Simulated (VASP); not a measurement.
# MgI2 (P-3m1) in VASP: further runs

MgI2 is run at these levels: PBEsol; tasks: single point.

Everything below comes from runs of VASP 6.6.1. Logs are shortened: lines on timing, memory, paths and dates and some standing lists are left out, and cuts for length are marked.

### Step 1. The cell of the first run

It takes space group P-3m1 (No. 164, trigonal). Conventional cell: a = 4.237 Å, b = 4.237 Å, c = 6.862 Å, α = 90.00°, β = 90.00°, γ = 120.00°. Mg (site symmetry -3m) has 6 I at 2.96 Å within 3.9 Å. I (site symmetry 3m) has 3 Mg at 2.96 Å within 3.9 Å.

### Step 2. Single point, PBEsol (equal xx and yy strain of +2 %)

Contents of INCAR:

```
SYSTEM = MgI2
PREC     = Accurate       ! precision mode
ENCUT    = 520            ! plane-wave cutoff, eV
EDIFF    = 1E-6           ! SCF threshold, eV
ISMEAR   = -1             ! smearing method
SIGMA    = 0.03           ! smearing width, eV
LREAL    = .False.        ! projectors in reciprocal space
LASPH    = .True.         ! aspherical terms in the spheres
NELM     = 60             ! most SCF steps
ALGO     = Normal         ! electronic algorithm
ISIF     = 2              ! what is computed and relaxed
LWAVE    = .False.        ! write WAVECAR
LCHARG   = .False.        ! write CHGCAR
GGA      = PS             ! functional
NBANDS   = 15             ! bands
```

Contents of KPOINTS:

```
Automatic mesh
0
Gamma
  7 7 4
  0 0 0
```

Contents of POSCAR:

```
MgI2
1.0
    4.2367741238      0.0000000000      0.0000000000
   -2.1183870619      3.6691540213      0.0000000000
    0.0000000000      0.0000000000      6.8620000000
Mg I
1 2
Direct
    0.0000000000      0.0000000000      0.0000000000
    0.3333333333      0.6666666667      0.7576300000
    0.6666666667      0.3333333333      0.2423700000
```

Potentials or basis: VASP PAW PBE potentials, release 64 (Mg, I).

Launch:

```
> cat potpaw_PBE.64/Mg/POTCAR potpaw_PBE.64/I/POTCAR > POTCAR
> mpirun -np 1 vasp_std > vasp.out
```

OUTCAR:

```text
SYSTEM = MgI2
   PREC = Accurate
   ENCUT = 520
   EDIFF = 1E-6
   ISMEAR = -1
   LREAL = .False.
   LASPH = .True.
   NELM = 60
   ISIF = 2
   GGA = PS

 ion  position               nearest neighbor table
   1  0.000  0.000  0.000-   2 2.96   3 2.96   2 2.96   3 2.96   3 2.96   2 2.96
   2  0.333  0.667  0.758-   1 2.96   1 2.96   1 2.96
   3  0.667  0.333  0.242-   1 2.96   1 2.96   1 2.96

  LATTYP: Found a hexagonal cell.
 ALAT       =     4.2367741238
 C/A-ratio  =     1.6196284719

  Lattice vectors:

 A1 = (   4.2367741238,   0.0000000000,   0.0000000000)
 A2 = (  -2.1183870619,   3.6691540213,   0.0000000000)
 A3 = (   0.0000000000,   0.0000000000,   6.8620000000)

Analysis of symmetry for initial positions (statically):
=====================================================================
 Subroutine PRICEL returns:
 Original cell was already a primitive cell.

 Routine SETGRP: Setting up the symmetry group for a
 hexagonal supercell.

 Subroutine GETGRP returns: Found 12 space group operations
 (whereof 12 operations were pure point group operations)
 out of a pool of 24 trial point group operations.
[... 9 lines left out ...]
 hexagonal supercell.

 Subroutine GETGRP returns: Found 12 space group operations
 (whereof 12 operations were pure point group operations)
 out of a pool of 24 trial point group operations.

The dynamic configuration has the point symmetry D_3d.

 Subroutine INISYM returns: Found 12 space group operations
 (whereof 12 operations are pure point group operations),
 and found     1 'primitive' translations

----------------------------------------------------------------------------------------

                                     Primitive cell

  volume of cell :     106.6724

  direct lattice vectors                    reciprocal lattice vectors
     4.236774124  0.000000000  0.000000000     0.236028632  0.136271194  0.000000000
    -2.118387062  3.669154021  0.000000000     0.000000000  0.272542388  0.000000000
     0.000000000  0.000000000  6.862000000     0.000000000  0.000000000  0.145730108

  length of vectors
     4.236774124  4.236774124  6.862000000     0.272542388  0.272542388  0.145730108

  position of ions in fractional coordinates (direct lattice)
     0.000000000  0.000000000  0.000000000
     0.333333333  0.666666667  0.757630000
     0.666666667  0.333333333  0.242370000

  ion indices of the primitive-cell ions
   primitive index   ion index
                 1           1
                 2           2
                 3           3

----------------------------------------------------------------------------------------

 KPOINTS: Automatic mesh

Automatic generation of k-mesh.
 Grid dimensions read from file:
 generate k-points for:    7    7    4

 Generating k-lattice:

  Cartesian coordinates                     Fractional coordinates (reciprocal lattice)
     0.033718376  0.019467313  0.000000000     0.142857143 -0.000000000  0.000000000
     0.000000000  0.038934627  0.000000000     0.000000000  0.142857143  0.000000000
     0.000000000  0.000000000  0.036432527     0.000000000  0.000000000  0.250000000

  Length of vectors
     0.038934627  0.038934627  0.036432527

  Shift w.r.t. Gamma in fractional coordinates (k-lattice)
     0.000000000  0.000000000  0.000000000

 Subroutine IBZKPT returns following result:
 ===========================================

 Found     28 irreducible k-points:

 Following reciprocal coordinates:
            Coordinates               Weight
  0.000000  0.000000  0.000000      1.000000
  0.142857 -0.000000  0.000000      6.000000
  0.285714  0.000000  0.000000      6.000000
  0.428571  0.000000  0.000000      6.000000
  0.142857  0.142857  0.000000      6.000000
  0.285714  0.142857  0.000000     12.000000
[... 16 lines left out ...]
  0.285714  0.000000  0.500000      6.000000
  0.428571  0.000000  0.500000      6.000000
 [... further k-points ...]
   k-points           NKPTS =     28   k-points in BZ     NKDIM =     28   number of bands    NBANDS=     15
   number of dos      NEDOS =    301   number of ions     NIONS =      3
   total plane-waves  NPLWV =  55296
   dimension x,y,z NGX =    32 NGY =   32 NGZ =   54
   dimension x,y,z NGXF=    64 NGYF=   64 NGZF=  108
   ions per type =               1   2
   NGX,Y,Z   is equivalent  to a cutoff of  12.56, 12.56, 13.08 a.u.
   NGXF,Y,Z  is equivalent  to a cutoff of  25.11, 25.11, 26.17 a.u.
 SYSTEM =  MgI2
   PREC   = accura    normal or accurate (medium, high low for compatibility)
   ISTART =      0    job   : 0-new  1-cont  2-samecut
   ICHARG =      2    charge: 1-file 2-atom 10-const
   ISPIN  =      1    spin polarized calculation?
   LNONCOLLINEAR =      F non collinear calculations
   LSORBIT =      F    spin-orbit coupling
   LASPH  =      T    aspherical Exc in radial PAW
   ENCUT  =  520.0 eV  38.22 Ry    6.18 a.u.   7.88  7.88 12.76*2*pi/ulx,y,z
[... 26 lines left out ...]
   GGA     = PS    functional components
   LHFCALC =     F    Hartree Fock is set to
   AEXX    =    0.0000 exact exchange contribution
   IVDW    =     0    specifies the selected vdW correction
   LEPSILON=     F    determine dielectric tensor
   LRPA    =     F    only Hartree local field effects (RPA)
 non-spin polarized calculation
  energy-cutoff  :      520.00
  volume of cell :      106.67
 maximum number of plane-waves:      2892
   NGX = 15   NGY = 15   NGZ = 25

 number of electron      15.9999999 magnetization

 Free energy of the ion-electron system (eV)
  ---------------------------------------------------
  ext. energy  EPLUGINS =         0.00000000
  ---------------------------------------------------
  free energy    TOTEN  =        -8.39423949 eV

  energy without entropy =       -8.39423949  energy(sigma->0) =       -8.39423949

 E-fermi :   2.5836     XC(G=0):  -8.2130

 val. band max:        1.9558425048   @ k =   0.0000   0.0000   0.0000
 cond. band min:       5.2520234341   @ k =   0.0000   0.0000   0.0000
 fundamental gap:      3.2961809293
 Fermi energy:         2.5835880002

 k-point     1 :       0.0000    0.0000    0.0000
  band No.  band energies     occupation
      1     -10.0840      2.00000
      2      -9.4055      2.00000
      3      -1.5038      2.00000
      4       1.3619      2.00000
      5       1.3619      2.00000
      6       1.7407      2.00000
      7       1.7407      2.00000
      8       1.9558      2.00000
      9       5.2520      0.00000
     10       6.4212      0.00000
     11       8.3801      0.00000
     12       8.3801      0.00000
     13       9.4091      0.00000
     14       9.9055      0.00000
     15       9.9055      0.00000

 k-point     2 :       0.1429   -0.0000    0.0000
  band No.  band energies     occupation
      1      -9.9899      2.00000
      2      -9.3618      2.00000
      3      -1.3697      2.00000
      4       0.6435      2.00000
      5       1.1158      2.00000
      6       1.1316      2.00000
      7       1.7206      2.00000
      8       1.8764      2.00000
      9       5.9920      0.00000
     10       7.0313      0.00000
     11       7.8039      0.00000
     12       8.6608      0.00000
     13       9.1479      0.00000
     14       9.8312      0.00000
     15      10.1839      0.00000

 k-point     3 :       0.2857    0.0000    0.0000
  band No.  band energies     occupation
      1      -9.7497      2.00000
      2      -9.2736      2.00000
      3      -1.1305      2.00000
      4      -0.4435      2.00000
      5       0.2094      2.00000
      6       0.7565      2.00000
      7       1.5802      2.00000
      8       1.5946      2.00000
      9       6.0078      0.00000
     10       7.1745      0.00000
     11       7.9909      0.00000
     12       8.8534      0.00000
     13       9.0807      0.00000
     14       9.8972      0.00000
     15      10.7027      0.00000
[... 343 lines left out ...]
 k-point    23 :       0.2857    0.0000    0.5000
  band No.  band energies     occupation
      1      -9.6356      2.00000
      2      -9.4062      2.00000
      3      -1.0846      2.00000
      4      -0.5181      2.00000
      5       0.7930      2.00000
      6       0.9154      2.00000
      7       1.0487      2.00000
      8       1.3671      2.00000
      9       5.8476      0.00000
     10       7.2829      0.00000
     11       8.1584      0.00000
     12       8.7874      0.00000
     13       9.2119      0.00000
     14      10.1532      0.00000
     15      10.5788      0.00000

 k-point    24 :       0.4286    0.0000    0.5000
  band No.  band energies     occupation
      1      -9.4286      2.00000
      2      -9.3112      2.00000
      3      -1.5971      2.00000
      4      -1.1055      2.00000
      5       0.6894      2.00000
      6       0.8180      2.00000
      7       1.1371      2.00000
      8       1.2026      2.00000
      9       5.3734      0.00000
     10       7.0036      0.00000
     11       7.7137      0.00000
     12       8.0412      0.00000
     13       9.4373      0.00000
     14      11.5314      0.00000
     15      11.7437      0.00000

 [... further k-points ...]
[... 5 lines left out ...]
  --------------------------------------------------------------------------------------
  -------------------------------------------------------------------------------------
  Total       -1.0841621     -1.0841621     -0.4528580     -0.0000000     -0.0000000      0.0000000
  in kB      -16.2836898    -16.2836898     -6.8017506     -0.0000000     -0.0000000      0.0000000
  external PRESSURE =     -13.1230434 kB  Pullay stress =       0.0000000 kB

 VOLUME and BASIS-vectors are now :
 -----------------------------------------------------------------------------
  energy-cutoff  :      520.00
  volume of cell :      106.67
      direct lattice vectors                 reciprocal lattice vectors
     4.236774124  0.000000000  0.000000000     0.236028632  0.136271194  0.000000000
    -2.118387062  3.669154021  0.000000000     0.000000000  0.272542388  0.000000000
     0.000000000  0.000000000  6.862000000     0.000000000  0.000000000  0.145730108

 POSITION                                       TOTAL-FORCE (eV/Angst)
 -----------------------------------------------------------------------------------
      0.00000      0.00000      0.00000         0.000000      0.000000      0.000000
     -0.00000      2.44610      5.19886        -0.000000     -0.000000      0.170190
      2.11839      1.22305      1.66314         0.000000      0.000000     -0.170190
 -----------------------------------------------------------------------------------
    total drift:                               -0.000000      0.000000     -0.000000

  FREE ENERGIE OF THE ION-ELECTRON SYSTEM (eV)
  ---------------------------------------------------
  free  energy   TOTEN  =        -8.3942394863 eV

  energy  without entropy=       -8.3942394863  energy(sigma->0) =       -8.39423949
```

It took 30 s on 1 thread of Intel Xeon Platinum 8375C at 2.90GHz (Ice Lake), shared host; peak memory 0.24 GiB.

What came out:

```
Free energy            : -8.3942 eV
Pressure               : -1.3 GPa
Largest force          : 0.170 eV/Å
Band gap on the k mesh : 3.30 eV, direct
```

Forces in eV/Å, atoms in the order of the input:
```
Mg   0.000  0.000  0.000
I    0.000  0.000  0.170
I    0.000  0.000 -0.170
```

Levels at points of the mesh, in eV from the valence-band top:
| k point | band 5 | band 6 | band 7 | band 8 | band 9 | band 10 | band 11 | band 12 |
| --- | --- | --- | --- | --- | --- | --- | --- | --- |
| (0.00, 0.00, 0.00) | -0.59 | -0.22 | -0.22 | 0.00 | 3.30 | 4.47 | 6.42 | 6.42 |
| (0.00, 0.00, 0.50) | -0.49 | -0.49 | -0.32 | -0.32 | 4.25 | 4.54 | 6.24 | 6.24 |

Caveat: the cell differs from its parent crystal (equal xx and yy strain of +2 %); the PAW data sets were made with another functional, which shifts forces and pressure a little; spin-orbit coupling is left out, which moves the levels of the heavy elements; this functional lacks dispersion, which binds the layers, so the pressure and a relaxed spacing across them are unreliable. A k mesh can miss the band edges.

### Step 3. Single point, PBEsol (volume scaled by 0.94)

Contents of INCAR:

```
SYSTEM = MgI2
PREC = Accurate
ENCUT = 520
EDIFF = 1E-6
ISMEAR = -1
SIGMA = 0.03
LREAL = .FALSE.
LASPH = .TRUE.
NELM = 80
ALGO = Normal
ISIF = 2
LWAVE = .FALSE.
LCHARG = .TRUE.
GGA = PS
LELF = .TRUE.
LVHAR = .TRUE.
NBANDS = 15
```

Contents of KPOINTS:

```
regular mesh
0
G
  7 7 4
  0 0 0
```

Contents of POSCAR:

```
MgI2
1.0
    4.0689069387      0.0000000000      0.0000000000
   -2.0344534694      3.5237767745      0.0000000000
    0.0000000000      0.0000000000      6.7219198780
Mg I
1 2
Direct
    0.0000000000      0.0000000000      0.0000000000
    0.3333333333      0.6666666667      0.7576300000
    0.6666666667      0.3333333333      0.2423700000
```

Potentials or basis: VASP PAW PBE potentials, release 64 (Mg, I).

Launch:

```
> cat potpaw_PBE.64/Mg/POTCAR potpaw_PBE.64/I/POTCAR > POTCAR
> mpirun -np 1 vasp_std > vasp.out
```

Run time: 15 s. Hardware: 1 thread of Intel Xeon 6975P-C (Granite Rapids), shared host; peak memory 0.21 GiB.

It converged, with:

| Property | Result |
| --- | --- |
| Free energy | -8.3897 eV |
| Pressure | 1.9 GPa |
| Largest force | 0.285 eV/Å |
| Band gap on the k mesh | 3.48 eV, indirect (least direct gap 3.83 eV) |

Forces on the atoms (eV/Å):
```
Mg   0.000  0.000  0.000
I    0.000  0.000 -0.285
I    0.000  0.000  0.285
```

Stress tensor (GPa, compression positive):
```
1.80 0.00 0.00
0.00 1.80 0.00
0.00 0.00 2.12
```

Levels at points of the mesh, in eV from the valence-band top:
```tsv
k point	band 5	band 6	band 7	band 8	band 9	band 10	band 11	band 12
(0.00, 0.00, 0.00)	-0.54	-0.10	-0.10	0.00	3.83	4.62	6.67	6.67
(0.00, 0.00, 0.50)	-0.43	-0.43	-0.22	-0.22	4.76	4.80	6.47	6.47
```

Caveat: the cell differs from its parent crystal (volume scaled by 0.94); the PAW data sets were made with another functional, which shifts forces and pressure a little; spin-orbit coupling is left out, which moves the levels of the heavy elements; this functional lacks dispersion, which binds the layers, so the pressure and a relaxed spacing across them are unreliable.

### Step 4. Single point, PBEsol (volume scaled by 0.98)

Contents of INCAR:

```
PREC = Accurate ; ENCUT = 520
EDIFF = 1E-7 ; ISMEAR = -1
SIGMA = 0.03 ; LREAL = False
LASPH = True ; NELM = 100
ALGO = Normal ; ISIF = 2
LWAVE = False ; LCHARG = False
GGA = PS ; NBANDS = 15
```

Contents of KPOINTS:

```
regular mesh
0
Gamma
  7 7 4
```

Contents of POSCAR:

```
MgI2
1.0
    4.1258220994      0.0000000000      0.0000000000
   -2.0629110497      3.5730667495      0.0000000000
    0.0000000000      0.0000000000      6.8159449211
Mg I
1 2
Direct
    0.0000000000      0.0000000000      0.0000000000
    0.3333333333      0.6666666667      0.7576300000
    0.6666666667      0.3333333333      0.2423700000
```

Launch:

```
> cat potpaw_PBE.64/Mg/POTCAR potpaw_PBE.64/I/POTCAR > POTCAR
> mpirun -np 1 vasp_std > vasp.out
```

Wall time 16 s (1 thread of Intel Xeon 6975P-C (Granite Rapids), shared host); peak memory 0.24 GiB.

It converged, with:

| Property | Result |
| --- | --- |
| Free energy | -8.4189 eV |
| Pressure | 0.4 GPa |
| Largest force | 0.061 eV/Å |
| Band gap on the k mesh | 3.47 eV, indirect (least direct gap 3.65 eV) |

Forces in eV/Å, atoms in the order of the input:
```
Mg   0.000  0.000  0.000
I    0.000  0.000 -0.061
I    0.000  0.000  0.061
```

Stress tensor (GPa, compression positive):
```
0.29 0.00 0.00
0.00 0.29 0.00
0.00 0.00 0.67
```

Levels at points of the mesh, in eV from the valence-band top:
| k point | band 6 | band 7 | band 8 | band 9 | band 10 | band 11 |
| --- | --- | --- | --- | --- | --- | --- |
| (0.00, 0.00, 0.00) | -0.09 | -0.09 | 0.00 | 3.65 | 4.62 | 6.64 |
| (0.00, 0.00, 0.50) | -0.40 | -0.20 | -0.20 | 4.63 | 4.73 | 6.45 |

Caveat: the cell differs from its parent crystal (volume scaled by 0.98); the PAW data sets were made with another functional, which shifts forces and pressure a little; spin-orbit coupling is left out, which moves the levels of the heavy elements; this functional lacks dispersion, which binds the layers, so the pressure and a relaxed spacing across them are unreliable.

### Step 5. Single point, PBEsol

This run uses another cell than the first one, of 34.18 Å³/atom, 0.961 times its volume.

Contents of INCAR:

```
  ALGO = Normal
  EDIFF = 1E-6
  ENCUT = 520
  GGA = PS
  ISIF = 2
  ISMEAR = -1
  LASPH = True
  LCHARG = False
  LREAL = False
  LWAVE = False
  NBANDS = 15
  NELM = 100
  PREC = Accurate
  SIGMA = 0.03
```

Contents of KPOINTS:

```
k-points
0
Gamma
  7 7 4
```

Contents of POSCAR:

```
MgI2
1.0
    4.1537001214      0.0000000000      0.0000000000
   -2.0768500607      3.5972098248      0.0000000000
    0.0000000000      0.0000000000      6.8620000000
Mg I
1 2
Direct
    0.0000000000      0.0000000000      0.0000000000
    0.3333333333      0.6666666667      0.7576300000
    0.6666666667      0.3333333333      0.2423700000
```

Launch:

```
> cat potpaw_PBE.64/Mg/POTCAR potpaw_PBE.64/I/POTCAR > POTCAR
> mpirun -np 1 vasp_std > vasp.out
```

Run time: 15 s. Hardware: 1 thread of Intel Xeon 6975P-C (Granite Rapids), shared host; peak memory 0.24 GiB.

The run converged. Its results:

| Item | Value |
| --- | --- |
| Free energy | -8.4202 eV |
| Pressure | -0.2 GPa |
| Largest force | 0.039 eV/Å |
| Band gap on the k mesh | 3.46 eV, indirect (least direct gap 3.57 eV) |

Forces on the atoms (eV/Å):
```
Mg   0.000  0.000  0.000
I    0.000  0.000  0.039
I    0.000  0.000 -0.039
```

Stress tensor (GPa, compression positive):
```
-0.35  0.00  0.00
 0.00 -0.35  0.00
 0.00  0.00  0.05
```

Levels at points of the mesh, in eV from the valence-band top:
| k point | band 5 | band 6 | band 7 | band 8 | band 9 | band 10 | band 11 | band 12 |
| --- | --- | --- | --- | --- | --- | --- | --- | --- |
| (0.00, 0.00, 0.00) | -0.48 | -0.09 | -0.09 | 0.00 | 3.57 | 4.62 | 6.62 | 6.62 |
| (0.00, 0.00, 0.50) | -0.38 | -0.38 | -0.20 | -0.20 | 4.55 | 4.71 | 6.44 | 6.44 |

Caveat: the PAW data sets were made with another functional, which shifts forces and pressure a little; spin-orbit coupling is left out, which moves the levels of the heavy elements; this functional lacks dispersion, which binds the layers, so the pressure and a relaxed spacing across them are unreliable.

### Step 6. Summary

```csv
cell,gap on the mesh (eV),pressure (GPa),largest force (eV/Å)
"a = 4.237, b = 4.237, c = 6.862 Å, angles 90.0, 90.0, 120.0°, 3 atoms",3.30,-1.3,0.17
"a = 4.069, b = 4.069, c = 6.722 Å, angles 90.0, 90.0, 120.0°, 3 atoms",3.48,1.9,0.28
"a = 4.126, b = 4.126, c = 6.816 Å, angles 90.0, 90.0, 120.0°, 3 atoms",3.47,0.4,0.06
"a = 4.154, b = 4.154, c = 6.862 Å, angles 90.0, 90.0, 120.0°, 3 atoms",3.46,-0.2,0.04
```

Alike in all rows: task single point; level PBEsol; potentials or basis VASP PAW PBE potentials, release 64 (Mg, I); no spin polarisation; k mesh 7 × 7 × 4; cutoff (eV) 520; smearing fermi-dirac 0.03 eV.

Caveats: the PAW data sets were made with another functional, which shifts forces and pressure a little; spin-orbit coupling is left out, which moves the levels of the heavy elements; this functional lacks dispersion, which binds the layers, so the pressure and a relaxed spacing across them are unreliable.

Absolute energies hang on the potentials; compare differences alone.
